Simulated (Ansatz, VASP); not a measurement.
## ZrSnO4 in VASP and in Ansatz

File POSCAR:

```
ZrSnO4
1.0
    3.4331685760     -3.3993147355      0.0000000000
    3.4331685760      3.3993147355      0.0000000000
    0.0000000000      0.0000000000      3.2179572795
Zr Sn O
1 1 4
Direct
    0.5000000000      0.5000000000      0.5000000000
    0.0000000000      0.0000000000      0.0000000000
    0.1924356542      0.1924356542      0.5000000000
    0.8075643458      0.8075643458      0.5000000000
    0.6965230309      0.3034769691      0.0000000000
    0.3034769691      0.6965230309      0.0000000000
```

The input INCAR.step1:

```
SYSTEM = ZrSnO4
ALGO = Normal ; EDIFF = 1E-4
ENCUT = 520 ; GGA = PE
ISMEAR = 0 ; LASPH = .TRUE.
LCHARG = .FALSE. ; LREAL = .FALSE.
LWAVE = .TRUE. ; NBANDS = 34
NELM = 60 ; PREC = Accurate
SIGMA = 0.01
```

INCAR.step2

```
SYSTEM = ZrSnO4
ALGO = Normal ; EDIFF = 1E-6
ENCUT = 520 ; ISIF = 2
ISMEAR = 0 ; ISTART = 1
LASPH = .TRUE. ; LCHARG = .TRUE.
LELF = .TRUE. ; LMIXTAU = .TRUE.
LREAL = .FALSE. ; LVHAR = .TRUE.
LWAVE = .FALSE. ; METAGGA = R2SCAN
NBANDS = 34 ; NELM = 60
PREC = Accurate ; SIGMA = 0.01
```

KPOINTS

```
k-points
0
G
  6 6 8
  0 0 0
```

Input for Ansatz:

```yaml
crystal:
  lattice:
    - [3.433168576, -3.3993147355, 0.0]
    - [3.433168576, 3.3993147355, 0.0]
    - [0.0, 0.0, 3.2179572795]
  atoms:
    - { symbol: Zr, position: [0.5, 0.5, 0.5] }
    - { symbol: Sn, position: [0.0, 0.0, 0.0] }
    - { symbol: O, position: [0.1924356542, 0.1924356542, 0.5] }
    - { symbol: O, position: [0.8075643458, 0.8075643458, 0.5] }
    - { symbol: O, position: [0.6965230309, 0.3034769691, 0.0] }
    - { symbol: O, position: [0.3034769691, 0.6965230309, 0.0] }
kpoints:
  mp_grid: { grid: [6, 6, 8] }
  band_path:
    path:
      - [0.0, 0.0, 0.0]
      - [0.5, 0.5, 0.0]
      - [0.5049060986, 0.4950939014, 0.0]
      - [0.4950939014, -0.4950939014, 0.0]
      - [0.0, 0.0, 0.5]
      - [0.4950939014, -0.4950939014, 0.5]
      - [0.5049060986, 0.4950939014, 0.5]
      - [0.5, 0.5, 0.5]
      - [0.5, 0.0, 0.0]
      - [-0.002604, -0.002604, 0.0]
    npoints: 1
hamiltonian:
  xc: r2scan
scf:
  occupations: { method: fixed }
  n_extra_bands: 5
output:
  forces: true
  stress: true
  eigenvalues: true
```

Alike in both runs: task single point; functional r2SCAN; k mesh 6 × 6 × 8; no spin polarisation.

|  | VASP | Ansatz |
| --- | --- | --- |
| version | VASP 6.6.1 | Ansatz 0.2.0 |
| potentials or method | VASP PAW PBE potentials, release 64 (Zr_sv, Sn_d, O) | plane waves, PAW |
| plane-wave cutoff (eV) | 520 | 500 |
| occupations | gaussian, width 0.01 eV | fixed |
| valence electrons in the cell | 50 | 50 |

VASP gave:

```
gap on the k mesh at the Fermi level (eV)                     : 2.84
pressure (GPa)                                                : 0.7
traceless stress, the component that is largest in VASP (GPa) : 0.24
rms of the force components (eV/Å)                            : 0.023
```

**Question.** Estimate Ansatz's values.

**Answer.** gap on the k mesh at the Fermi level (eV): 2.84; pressure (GPa): 0.0; traceless stress, the component that is largest in VASP (GPa): 0.01; rms of the force components (eV/Å): 0.000.

VASP's potentials were made for PBE, not for r2SCAN. Atom by atom the forces differ by 0.023 eV/Å (rms over components).
